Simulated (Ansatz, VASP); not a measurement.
**Two plane-wave programs on BaTiO3**

File POSCAR:

```
BaTiO3
1.0
    3.9727519242      0.0000000000      0.0000000000
    0.0000000000      3.9727519242      0.0000000000
    0.0000000000      0.0000000000      4.1730816481
Ba Ti O
1 1 3
Direct
    0.5000000000      0.5000000000      0.5884450683
    0.0000000000      0.0000000000      0.1071089104
    0.0000000000      0.5000000000      0.0617822244
    0.5000000000      0.0000000000      0.0617822244
    0.0000000000      0.0000000000      0.5408785625
```

File INCAR.step1:

```
SYSTEM = BaTiO3
  PREC = Accurate
  ENCUT = 520
  ISMEAR = 0
  SIGMA = 0.02
  LREAL = .FALSE.
  LASPH = .TRUE.
  NELM = 60
  NBANDS = 28
  GGA = PE
  ALGO = Normal
  EDIFF = 1E-4
  LWAVE = .TRUE.
  LCHARG = .FALSE.
```

Contents of INCAR.step2:

```
SYSTEM = BaTiO3
  PREC = Accurate
  ENCUT = 520
  EDIFF = 1E-7
  ISMEAR = 0
  SIGMA = 0.02
  LREAL = .FALSE.
  LASPH = .TRUE.
  NELM = 60
  ALGO = Normal
  ISIF = 2
  LWAVE = .FALSE.
  LCHARG = .FALSE.
  METAGGA = R2SCAN
  LMIXTAU = .TRUE.
  NBANDS = 28
  ISTART = 1
```

File KPOINTS:

```
regular mesh
0
G
  8 8 8
  0 0 0
```

Input for Ansatz:

```yaml
crystal:
  lattice:
    - [3.9727519242, 0.0, 0.0]
    - [0.0, 3.9727519242, 0.0]
    - [0.0, 0.0, 4.1730816481]
  atoms:
    - { symbol: Ba, position: [0.5, 0.5, 0.5884450683] }
    - { symbol: Ti, position: [0.0, 0.0, 0.1071089104] }
    - { symbol: O, position: [0.0, 0.5, 0.0617822244] }
    - { symbol: O, position: [0.5, 0.0, 0.0617822244] }
    - { symbol: O, position: [0.0, 0.0, 0.5408785625] }
basis:
  ecutwfc: 500
kpoints:
  mp_grid: { grid: [8, 8, 8] }
  band_path: { path: [VBM, CBM], npoints: 2 }
hamiltonian:
  xc: r2scan
scf:
  occupations: { method: gaussian, width: 0.02 }
output:
  forces: true
  stress: true
  eigenvalues: true
checkpoint:
  read: start.run
  write: ck
  compress: false
  write_wavefunctions: false
  write_every: 100000
```

Alike in both runs: task single point; functional r2SCAN; k mesh 8 × 8 × 8; occupations gaussian, width 0.02 eV; no spin polarisation.

```csv
,VASP,Ansatz
version,VASP 6.6.1,Ansatz 0.2.0
potentials or method,"VASP PAW PBE potentials, release 64 (Ba_sv, Ti_sv, O), cutoff 520 eV","scalar-relativistic, plane waves, PAW"
valence electrons in the cell,40,40
```

```csv
,VASP,Ansatz,Ansatz less VASP
gap on the k mesh at the Fermi level (eV),2.20,2.22,+0.015
least direct gap on the mesh (eV),2.77,2.76,-0.009
pressure (GPa),0.4,-1.4,-1.84
"traceless stress, the component that is largest in VASP (GPa)",-0.11,-0.22,-0.106
rms of the force components (eV/Å),0.066,0.000,-0.0660
```

VASP's potentials were made for PBE, not for r2SCAN. Atom by atom the forces differ by 0.067 eV/Å (rms over components).

Neither program's run includes spin-orbit coupling.
